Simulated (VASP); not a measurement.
BaTiO3: single point with PBE

BaTiO3:

```
Ba Ti O
1.0
     3.99410    0.00000    0.00000
     0.00000    3.99410    0.00000
     0.00000    0.00000    3.99410
Ba Ti O
1 1 3
Direct
  0.00000 0.00000 0.00000
  0.50000 0.50000 0.50000
  0.50000 0.50000 0.00000
  0.50000 0.00000 0.50000
  0.00000 0.50000 0.50000
```

| Property | Result |
| --- | --- |
| Program | VASP 6.6.1 |
| Task | single point |
| Functional | PBE |
| Potentials or basis | VASP PAW PBE potentials, release 64 (Ba_sv, Ti_sv, O) |
| Cutoff | 520 eV |
| k mesh | 6 × 6 × 6 |
| Occupations | gaussian, width 0.01 eV |
| Spin | non-collinear spin, zero start, spin-orbit coupling |
| Starting moments | [[0.0, 0.0, 0.0], [0.0, 0.0, 0.0], [0.0, 0.0, 0.0], [0.0, 0.0, 0.0], [0.0, 0.0, 0.0]] μB |
| Dipole correction | no |
| Further INCAR settings | ALGO = Normal; EDIFF = 1e-07; NBANDS = 55 |

The pressure is 5.0 GPa, the net moment is 0.00 μB per cell and the valence electrons inside the program's atomic spheres are Ba 8.00; Ti 10.19; O 5.04.

Moments on the atoms (μB; x, y, z):
```
Ba  0.00 0.00 0.00
Ti  0.00 0.00 0.00
O   0.00 0.00 0.00
O   0.00 0.00 0.00
O   0.00 0.00 0.00
```

Run time: 110 s on 1 thread of AMD EPYC 9R45 96-Core Processor (Zen 5), on a shared host, peak memory 0.31 GiB.

Caveat: the cell stands under pressure.
